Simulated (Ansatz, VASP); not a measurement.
B: VASP beside Ansatz

```
CELL_PARAMETERS angstrom
1.58651 0.00000 0.00000
0.00000 2.34336 0.00000
0.00000 0.00000 2.35117
ATOMIC_POSITIONS crystal
B 0.50000 0.00000 0.50000
```

Alike in both runs: functional PBE; k mesh 10 × 10 × 6; occupations gaussian, width 0.1 eV; no spin polarisation.

Ansatz relaxed the structure, and its values are those at the end. VASP's run is a single point on that final structure, the one shown.

```csv
,VASP,Ansatz
version,VASP 6.6.1,Ansatz 0.2.0
potentials or method,"VASP PAW PBE potentials, release 64 (B), cutoff 500 eV","scalar-relativistic, plane waves, PAW"
valence electrons in the cell,3,3
```

|  | VASP | Ansatz | Ansatz less VASP |
| --- | --- | --- | --- |
| gap on the k mesh at the Fermi level (eV) | none | none | - |
| pressure (GPa) | 0.0 | 0.0 | +0.07 |

A gap of «none» marks a metal or a gap that the smearing closes.

The k mesh is coarse, so the values compare programs but aren't converged.
